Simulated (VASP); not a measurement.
P, 1 atom in the cell. Symmetry: Pm-3m, No. 221, cubic system. The conventional cell has a = 2.444 Å, b = 2.444 Å, c = 2.444 Å, α = 90.00°, β = 90.00°, γ = 90.00°. P (site symmetry m-3m) has 6 P at 2.44 Å within 3.2 Å. This isn't the form of P at room conditions, which is orthorhombic.

| Item | Value |
| --- | --- |
| Program | VASP 6.6.1 |
| Task | single point |
| Functional | PBE |
| Potentials or basis | VASP PAW PBE potentials, release 64 (P) |
| Cutoff | 520 eV |
| k mesh | 22 × 22 × 22 |
| Occupations | gaussian, width 0.1 eV |
| Spin | no spin polarisation |
| Dipole correction | no |
| Further INCAR settings | ALGO = Normal; EDIFF = 1e-07; NBANDS = 8 |

Potentials or basis: VASP PAW PBE potentials, release 64 (P).

Command:

```sh
$ cat potpaw_PBE.64/P/POTCAR > POTCAR
$ mpirun -np 1 vasp_std > vasp.out
```

Hardware: 1 thread of Intel Xeon 8259CL, on a shared host.

Estimate the wall time of this run.

It took 42 s on 1 thread of Intel Xeon 8259CL (shared host), peak memory 0.14 GiB. Counts: scf iterations 11, k points 364.
